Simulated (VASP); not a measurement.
Crystal: MgH2.

```
Mg H
1.0
     0.00000    2.09697    2.09697
     2.09697    0.00000    2.09697
     2.09697    2.09697    0.00000
Mg H
1 2
Direct
  0.00000 0.00000 0.00000
  0.25000 0.25000 0.25000
  0.75000 0.75000 0.75000
```

```yaml
Program: VASP 6.6.1
Task: relaxation of cell and atoms
Functional: PBEsol
Potentials_or_basis: VASP PAW PBE potentials, release 64 (Mg, H)
Cutoff: 600 eV
k_mesh: 8 × 8 × 8
Occupations: fermi-dirac, width 0.03 eV
Spin: no spin polarisation
```

At the start: pressure 41.2 GPa; volume 6.15 Å³/atom.

Question: How do energy, volume and symmetry change on relaxing?

Answer: Over 5 steps the energy falls by 254.1 meV/atom and the volume is 8.75 Å³/atom (+42.4 %); space group Fm-3m (No. 225, to 0.05 Å).

Step by step:
```
step  energy change (eV)  largest force (eV/Å)  pressure (GPa)  volume (Å³)
   1              0.0000                0.0000           41.24        18.44
   2             -0.6688                0.0000           10.35        23.00
   3             -0.7559                0.0000            2.33        25.30
   4             -0.7621                0.0000            0.24        26.09
   5             -0.7622                0.0000           -0.18        26.26
```

Final structure:
```xyz
3
Lattice="0.0000 2.3591 2.3591 2.3591 0.0000 2.3591 2.3591 2.3591 0.0000" Properties=species:S:1:pos:R:3 pbc="T T T"
Mg    0.0000    0.0000    0.0000
H     1.1795    1.1795    1.1795
H     3.5386    3.5386    3.5386
```

Caveat: the volume moved by over 15 % at a fixed basis, so the end points are rough; the PAW data sets were made with another functional, which shifts forces and pressure a little.
